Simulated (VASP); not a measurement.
Crystal: SiSn2.

```xyz
6
Lattice="4.0668 0.0000 0.0000 -2.0334 3.5219 0.0000 0.0000 0.0000 9.9615" Properties=species:S:1:pos:R:3 pbc="T T T"
Si    0.0000    0.0000    3.7356
Si    0.0000    0.0000    6.2260
Sn    0.0000    2.3480    0.4151
Sn    2.0334    1.1740    7.0561
Sn    0.0000    2.3480    2.9054
Sn    2.0334    1.1740    9.5465
```

```yaml
Program: VASP 6.6.1
Task: relaxation of cell and atoms
Functional: PBE
Potentials_or_basis: VASP PAW PBE potentials, release 64 (Si, Sn_d)
Cutoff: 600 eV
k_mesh: 6 × 6 × 2
Occupations: gaussian, width 0.1 eV
Spin: no spin polarisation
```

At the start: pressure 24.3 GPa; volume 23.78 Å³/atom.

Q: How do energy, volume and symmetry change on relaxing?

A: Over 15 steps the energy falls by 540.2 meV/atom and the volume is 30.74 Å³/atom (+29.3 %); space group P-3m1 (No. 164, to 0.1 Å) before and after.

The path:
```
step  energy change (eV)  largest force (eV/Å)  pressure (GPa)  volume (Å³)
   1              0.0000                2.7447           24.26       142.68
   2             -2.0035                0.5505           -5.91       230.70
   3             -2.9252                0.8290           -0.63       188.67
   4             -2.9247                0.8417           -0.40       187.67
   5             -3.0550                0.7872           -0.25       186.39
   6             -3.1133                0.9642            0.26       184.56
   7             -3.1692                0.6486            0.26       184.29
   8             -3.1963                0.8066            0.38       183.93
   9             -3.2337                0.1968           -0.02       184.86
  10             -3.2357                0.2094           -0.12       185.13
  11             -3.2379                0.1518           -0.06       184.84
  12             -3.2398                0.0486            0.06       184.21
  13             -3.2404                0.0472            0.02       184.35
  14             -3.2410                0.0454           -0.07       184.72
  15             -3.2411                0.0126            0.01       184.42
```

Final structure:
```
Si Sn
1.0
     4.43055    0.00000    0.00000
    -2.21527    3.83696    0.00000
     0.00000    0.00000   10.84818
Si Sn
2 4
Direct
  0.00000 0.00000 0.39100
  0.00000 0.00000 0.60900
  0.33333 0.66667 0.05209
  0.66667 0.33333 0.68364
  0.33333 0.66667 0.31636
  0.66667 0.33333 0.94791
```

Caveat: the volume moved by over 15 % at a fixed basis, so the end points are rough.
